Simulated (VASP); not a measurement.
# H (P1) in VASP: single point with PBE

Aim: the single point of H with PBE.

Program: VASP 6.6.1. These are calculated values, not measurements. Logs are shortened: lines on timing, memory, paths and dates and some standing lists are left out, and cuts for length are marked.

**1. The cell of the first run**

The typed cell holds 4 atoms: a = 3.414 Å, b = 3.370 Å, c = 6.744 Å, α = 89.91°, β = 90.29°, γ = 116.94°.

**2. Single point, PBE**

The input, INCAR:

```
ALGO = Normal
EDIFF = 1E-6
ENCUT = 520
GGA = PE
ISIF = 2
ISMEAR = 0
LASPH = T
LCHARG = F
LREAL = F
LWAVE = F
NBANDS = 10
NELM = 80
PREC = Accurate
SIGMA = 0.05
```

The input, KPOINTS:

```
k-points
0
Gamma
  8 8 4
```

The input, POSCAR:

```
H
1.0
    1.7944863085     -2.9039011338     -0.0085410289
    1.7527036975      2.8779192832      0.0026110421
   -0.0113308256      0.0132506707      6.7442898213
H
4
Direct
    0.5451333590      0.3532224703      1.0317953380
    0.4493980486      0.4650511767     -0.0353339187
    0.5454732216      0.6882429852      0.4669662737
    0.4599953708      0.4934833678      0.5365723069
```

Potentials or basis: VASP PAW PBE potentials, release 64 (H).

The run is started by

```console
$ cat potpaw_PBE.64/H/POTCAR > POTCAR
$ mpirun -np 1 vasp_std > vasp.out
```

OUTCAR:

```text
EDIFF = 1E-6
   ENCUT = 520
   GGA = PE
   ISIF = 2
   ISMEAR = 0
   LASPH = T
   LREAL = F
   NELM = 80
   PREC = Accurate

 ion  position               nearest neighbor table
   1  0.545  0.353  0.032-   2 0.75
   2  0.449  0.465  0.965-   1 0.75
   3  0.545  0.688  0.467-   4 0.75
   4  0.460  0.493  0.537-   3 0.75

  LATTYP: Found a triclinic cell.
 ALAT       =     3.4136338198
 B/A-ratio  =     0.9871089618
 C/A-ratio  =     1.9756988337
 COS(alpha) =     0.0015790143
 COS(beta)  =     0.0050565427
 COS(gamma) =     0.4531129720

  Lattice vectors:

 A1 = (   1.7944863085,  -2.9039011338,  -0.0085410289)
 A2 = (  -1.7527036975,  -2.8779192832,  -0.0026110421)
 A3 = (   0.0113308256,  -0.0132506707,  -6.7442898213)

Analysis of symmetry for initial positions (statically):
=====================================================================
 Subroutine PRICEL returns:
 Original cell was already a primitive cell.

 Routine SETGRP: Setting up the symmetry group for a
 triclinic supercell.

 Subroutine GETGRP returns: Found  1 space group operations
 (whereof  1 operations were pure point group operations)
 out of a pool of  2 trial point group operations.

The static configuration has the point symmetry C_1 .

Analysis of symmetry for dynamics (positions and initial velocities):
=====================================================================
 Subroutine PRICEL returns:
 Original cell was already a primitive cell.

 Routine SETGRP: Setting up the symmetry group for a
 triclinic supercell.

 Subroutine GETGRP returns: Found  1 space group operations
 (whereof  1 operations were pure point group operations)
 out of a pool of  2 trial point group operations.

The dynamic configuration has the point symmetry C_1 .

 Subroutine INISYM returns: Found  1 space group operations
 (whereof  1 operations are pure point group operations),
 and found     1 'primitive' translations

----------------------------------------------------------------------------------------

                                     Primitive cell

  volume of cell :      69.1559

  direct lattice vectors                    reciprocal lattice vectors
     1.794486309 -2.903901134 -0.008541029     0.280662645 -0.170929243  0.000807360
     1.752703698  2.877919283  0.002611042     0.283195335  0.175002179  0.000131955
    -0.011330826  0.013250671  6.744289821     0.000245795 -0.000284218  0.148274552

  length of vectors
     3.413633820  3.369628536  6.744312356     0.328616765  0.332904457  0.148275028

  position of ions in fractional coordinates (direct lattice)
     0.545133359  0.353222470  0.031795338
     0.449398049  0.465051177  0.964666081
     0.545473222  0.688242985  0.466966274
     0.459995371  0.493483368  0.536572307

  ion indices of the primitive-cell ions
   primitive index   ion index
                 1           1
                 2           2
                 3           3
                 4           4

----------------------------------------------------------------------------------------

 KPOINTS: k-points

Automatic generation of k-mesh.
 Grid dimensions read from file:
 generate k-points for:    8    8    4

 Generating k-lattice:

  Cartesian coordinates                     Fractional coordinates (reciprocal lattice)
     0.035082831 -0.021366155  0.000100920     0.125000000 -0.000000000  0.000000000
     0.035399417  0.021875272  0.000016494     0.000000000  0.125000000 -0.000000000
     0.000061449 -0.000071055  0.037068638    -0.000000000  0.000000000  0.250000000

  Length of vectors
     0.041077096  0.041613057  0.037068757

  Shift w.r.t. Gamma in fractional coordinates (k-lattice)
     0.000000000  0.000000000  0.000000000

 Subroutine IBZKPT returns following result:
 ===========================================

 Found    132 irreducible k-points:

 Following reciprocal coordinates:
            Coordinates               Weight
  0.000000  0.000000  0.000000      1.000000
  0.125000  0.000000  0.000000      2.000000
  0.250000  0.000000  0.000000      2.000000
  0.375000  0.000000  0.000000      2.000000
  0.500000  0.000000  0.000000      1.000000
 -0.000000  0.125000 -0.000000      2.000000
[... 16 lines left out ...]
  0.125000  0.375000  0.000000      2.000000
  0.250000  0.375000  0.000000      2.000000
 [... further k-points ...]
   k-points           NKPTS =    132   k-points in BZ     NKDIM =    132   number of bands    NBANDS=     10
   number of dos      NEDOS =    301   number of ions     NIONS =      4
   total plane-waves  NPLWV =  39200
   dimension x,y,z NGX =    28 NGY =   28 NGZ =   50
   dimension x,y,z NGXF=    56 NGYF=   56 NGZF=  100
   ions per type =               4
   NGX,Y,Z   is equivalent  to a cutoff of  13.64, 13.81, 12.32 a.u.
   NGXF,Y,Z  is equivalent  to a cutoff of  27.27, 27.63, 24.65 a.u.
 SYSTEM =  unknown system
   PREC   = accura    normal or accurate (medium, high low for compatibility)
   ISTART =      0    job   : 0-new  1-cont  2-samecut
   ICHARG =      2    charge: 1-file 2-atom 10-const
   ISPIN  =      1    spin polarized calculation?
   LNONCOLLINEAR =      F non collinear calculations
   LSORBIT =      F    spin-orbit coupling
   LASPH  =      T    aspherical Exc in radial PAW
   ENCUT  =  520.0 eV  38.22 Ry    6.18 a.u.   6.35  6.27 12.54*2*pi/ulx,y,z
   NELM   =     80;   NELMIN=  2; NELMDL= -5     # of ELM steps
   EDIFF  = 0.1E-05   stopping-criterion for ELM
   LREAL  =      F    real-space projection
[... 7 lines left out ...]
   TEBEG  =    0.0;   TEEND  =   0.0 temperature during run
   PSTRESS=    0.0 pullay stress
   NELECT =       4.0000    total number of electrons
   NUPDOWN=      -1.0000    fix difference up-down
   EMIN   =  10.00;   EMAX   =-10.00  energy-range for DOS
   EFERMI =   0.00;   METHOD = LEGACY
   ISMEAR =     0;   SIGMA  =   0.05  broadening in eV -4-tet -1-fermi 0-gaus
   EFERMI_NEDOS =   21; number of points for ismear=-14 and -15
   IALGO  =     38    algorithm
   IMIX   =      4    mixing-type and parameters
     AMIX     =   0.40;   BMIX     =  1.00
     AMIX_MAG =   1.60;   BMIX_MAG =  1.00
  volume/ion in A,a.u.               =      17.29       116.67
  Fermi-wavevector in a.u.,A,eV,Ry     =   0.633119  1.196421  5.453746  0.400839
  Thomas-Fermi vector in A             =   1.696666
   LORBIT       =      0    0 simple, 1 ext, 2 COOP (PROOUT), +10 PAW based schemes
   GGA     = PE    functional components
   LHFCALC =     F    Hartree Fock is set to
   AEXX    =    0.0000 exact exchange contribution
   IVDW    =     0    specifies the selected vdW correction
   LEPSILON=     F    determine dielectric tensor
   LRPA    =     F    only Hartree local field effects (RPA)
 non-spin polarized calculation
 Gauss-broadening in eV      SIGMA  =   0.05
  energy-cutoff  :      520.00
  volume of cell :       69.16
 maximum number of plane-waves:      1892
 NGX is ok and might be reduce to    28
   NGX = 13   NGY = 13   NGZ = 25

 number of electron       4.0000001 magnetization

 Free energy of the ion-electron system (eV)
  ---------------------------------------------------
  ext. energy  EPLUGINS =         0.00000000
  ---------------------------------------------------
  free energy    TOTEN  =       -13.57609871 eV

  energy without entropy =      -13.57609871  energy(sigma->0) =      -13.57609871

 E-fermi :  -8.7337     XC(G=0):  -4.4211

 val. band max:       -8.9664539790   @ k =   0.3750   0.3750   0.0000
 cond. band min:      -0.1438271046   @ k =   0.0000   0.0000   0.0000
 fundamental gap:      8.8226268744
 Fermi energy:        -8.7337120032

 k-point     1 :       0.0000    0.0000    0.0000
  band No.  band energies     occupation
      1     -10.2388      2.00000
      2      -9.6969      2.00000
      3      -0.1438      0.00000
      4       2.6259      0.00000
      5       5.9592      0.00000
      6       6.5604      0.00000
      7       8.3904      0.00000
      8      10.2053      0.00000
      9      10.8822      0.00000
     10      11.3479      0.00000

 k-point     2 :       0.1250    0.0000    0.0000
  band No.  band energies     occupation
      1     -10.1432      2.00000
      2      -9.6195      2.00000
      3       0.0789      0.00000
      4       2.4227      0.00000
      5       5.3923      0.00000
      6       6.5724      0.00000
      7       7.8148      0.00000
      8       9.6250      0.00000
      9      10.0278      0.00000
     10      11.7223      0.00000

 k-point     3 :       0.2500    0.0000    0.0000
  band No.  band energies     occupation
      1      -9.8977      2.00000
      2      -9.4234      2.00000
      3       0.6875      0.00000
      4       1.8846      0.00000
      5       4.2205      0.00000
      6       6.6229      0.00000
      7       6.9015      0.00000
      8       8.2852      0.00000
      9       9.6994      0.00000
     10       9.8667      0.00000

 k-point     4 :       0.3750    0.0000    0.0000
  band No.  band energies     occupation
      1      -9.6275      2.00000
      2      -9.2125      2.00000
      3       0.8691      0.00000
      4       2.0338      0.00000
      5       3.2381      0.00000
      6       6.2338      0.00000
      7       6.5568      0.00000
      8       6.6737      0.00000
      9       8.4446      0.00000
     10       9.5891      0.00000

 k-point     5 :       0.5000    0.0000    0.0000
  band No.  band energies     occupation
      1      -9.5069      2.00000
      2      -9.1201      2.00000
      3       0.6220      0.00000
      4       2.7534      0.00000
      5       2.8661      0.00000
      6       5.3250      0.00000
      7       6.1745      0.00000
      8       6.5596      0.00000
      9       8.1475      0.00000
     10       9.4068      0.00000

 k-point     6 :      -0.0000    0.1250   -0.0000
  band No.  band energies     occupation
      1     -10.1331      2.00000
      2      -9.6120      2.00000
      3       0.0850      0.00000
      4       2.3332      0.00000
      5       5.3878      0.00000
      6       6.1305      0.00000
      7       8.6698      0.00000
      8       9.3603      0.00000
      9      10.7220      0.00000
     10      11.3387      0.00000
[... 183 lines left out ...]
 k-point    21 :      -0.1250    0.2500   -0.0000
  band No.  band energies     occupation
      1      -9.9136      2.00000
      2      -9.4386      2.00000
      3       0.5697      0.00000
      4       1.7642      0.00000
      5       4.2519      0.00000
      6       6.3692      0.00000
      7       7.9400      0.00000
      8       9.1377      0.00000
      9       9.8068      0.00000
     10      10.6779      0.00000

 k-point    22 :       0.0000    0.3750   -0.0000
  band No.  band energies     occupation
      1      -9.5503      2.00000
      2      -9.1667      2.00000
      3       0.6639      0.00000
      4       1.6504      0.00000
      5       3.1088      0.00000
      6       5.9461      0.00000
      7       6.7695      0.00000
      8       7.6054      0.00000
      9       9.2901      0.00000
     10       9.6959      0.00000

 k-point    23 :       0.1250    0.3750    0.0000
  band No.  band energies     occupation
      1      -9.4296      2.00000
      2      -9.0769      2.00000
      3       0.6345      0.00000
      4       1.9770      0.00000
      5       3.3949      0.00000
      6       4.6426      0.00000
      7       5.9005      0.00000
      8       6.9598      0.00000
      9       8.8052      0.00000
     10       9.5922      0.00000

 k-point    24 :       0.2500    0.3750    0.0000
  band No.  band energies     occupation
      1      -9.3200      2.00000
      2      -8.9945      2.00000
      3       1.0494      0.00000
      4       2.0903      0.00000
      5       3.2742      0.00000
      6       4.3051      0.00000
      7       5.2986      0.00000
      8       5.9313      0.00000
      9       7.8927      0.00000
     10       9.3274      0.00000

 [... further k-points ...]

------------------------ aborting loop because EDIFF is reached ----------------------------------------

  FORCE on cell =-STRESS in cart. coord.  units (eV):
  Direction    XX          YY          ZZ          XY          YZ          ZX
  --------------------------------------------------------------------------------------
  -------------------------------------------------------------------------------------
  Total       -0.0539301     -0.0504214     -0.0630968     -0.0052719      0.0071609      0.0032375
  in kB       -1.2494304     -1.1681434     -1.4618015     -0.1221381      0.1659004      0.0750059
  external PRESSURE =      -1.2931251 kB  Pullay stress =       0.0000000 kB

 VOLUME and BASIS-vectors are now :
 -----------------------------------------------------------------------------
  energy-cutoff  :      520.00
  volume of cell :       69.16
      direct lattice vectors                 reciprocal lattice vectors
     1.794486309 -2.903901134 -0.008541029     0.280662645 -0.170929243  0.000807360
     1.752703698  2.877919283  0.002611042     0.283195335  0.175002179  0.000131955
    -0.011330826  0.013250671  6.744289821     0.000245795 -0.000284218  0.148274552

 POSITION                                       TOTAL-FORCE (eV/Angst)
 -----------------------------------------------------------------------------------
      1.59697     -0.56605      0.21070         0.000103      0.006099     -0.004467
      1.61061      0.04615      6.50336         0.000506     -0.005132      0.005025
      2.17984      0.40290      3.14649        -0.002906     -0.001568      0.002381
      1.68431      0.09153      3.61616         0.002298      0.000601     -0.002940
 -----------------------------------------------------------------------------------
    total drift:                               -0.000102      0.000038     -0.000106

  FREE ENERGIE OF THE ION-ELECTRON SYSTEM (eV)
  ---------------------------------------------------
  free  energy   TOTEN  =       -13.5760987106 eV

  energy  without entropy=      -13.5760987106  energy(sigma->0) =      -13.57609871
```

Run time: 29 s. Hardware: 1 thread of Intel Xeon 6975P-C (Granite Rapids), shared host; peak memory 0.21 GiB.

What came out:

* Free energy: -13.5761 eV
* Pressure: -0.1 GPa
* Largest force: 0.008 eV/Å
* Band gap on the k mesh: 8.82 eV (least direct gap 9.40 eV)

Forces on the atoms (eV/Å):
```
H    0.000  0.006 -0.004
H    0.001 -0.005  0.005
H   -0.003 -0.002  0.002
H    0.002  0.001 -0.003
```

Caveat: this functional lacks dispersion, which holds the molecules together, so the pressure and a relaxed volume are unreliable.
